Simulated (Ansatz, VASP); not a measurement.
# One calculation of BN, two programs

POSCAR

```
BN
1.0
    0.0000000000      1.8123531715      1.8123531715
    1.8123531715      0.0000000000      1.8123531715
    1.8123531715      1.8123531715      0.0000000000
B N
1 1
Direct
    0.0000000000      0.0000000000      0.0000000000
    0.2500000000      0.2500000000      0.2500000000
```

File INCAR.step1:

```
SYSTEM = BN
  ALGO = Normal
  EDIFF = 1E-4
  ENCUT = 520
  GGA = PE
  ISMEAR = -1
  LASPH = .True.
  LCHARG = .False.
  LREAL = .False.
  LWAVE = .True.
  NBANDS = 11
  NELM = 60
  PREC = Accurate
  SIGMA = 0.03
```

Contents of INCAR.step2:

```
SYSTEM = BN
  ALGO = Normal
  EDIFF = 1E-8
  ENCUT = 520
  ISIF = 2
  ISMEAR = -1
  ISTART = 1
  LASPH = .True.
  LCHARG = .False.
  LEFG = .True.
  LMIXTAU = .True.
  LREAL = .False.
  LWAVE = .False.
  METAGGA = R2SCAN
  NBANDS = 11
  NELM = 60
  PREC = Accurate
  SIGMA = 0.03
```

Contents of KPOINTS:

```
k-points
0
Gamma
  16 16 16
  0 0 0
```

Input for Ansatz:

```yaml
crystal:
  lattice:
    - [0.0, 1.8123531715, 1.8123531715]
    - [1.8123531715, 0.0, 1.8123531715]
    - [1.8123531715, 1.8123531715, 0.0]
  atoms:
    - { symbol: B, position: [0.0, 0.0, 0.0] }
    - { symbol: "N", position: [0.25, 0.25, 0.25] }
kpoints:
  mp_grid: { grid: [16, 16, 16] }
  band_path:
    path:
      - [0.0, 0.0, 0.0]
      - [-0.5, -0.5, 0.0]
      - [-0.375, -0.375, 0.25]
      - [-0.375, 0.0, 0.375]
      - [0.0, 0.0, 0.0]
      - [0.0, 0.0, 0.5]
      - [-0.5, -0.25, 0.25]
      - [-0.5, -0.5, 0.0]
    npoints: 5
scf:
  occupations: { method: fermi_dirac, width: 0.03 }
hamiltonian:
  xc: r2scan
  pseudopotentials: { kind: paw }
output:
  forces: true
  stress: true
  eigenvalues: true
  efg: { contact_densities: true }
```

Alike in both runs: task electric field gradients; functional r2SCAN; k mesh 16 × 16 × 16; occupations fermi-dirac, width 0.03 eV; no spin polarisation.

|  | VASP | Ansatz |
| --- | --- | --- |
| version | VASP 6.6.1 | Ansatz 0.2.0 |
| potentials or method | VASP PAW PBE potentials, release 64 (B, N) | PAW with Ansatz's default frozen-core files, scalar-relativistic |
| plane-wave cutoff (eV) | 520 | 500 |
| valence electrons in the cell | 8 | 8 |

```tsv
	VASP	Ansatz	Ansatz less VASP
gap on the k mesh at the Fermi level (eV)	4.97	4.99	+0.021
pressure (GPa)	-3.7	-4.8	-1.06
```

VASP's potentials were made for PBE, not for r2SCAN.
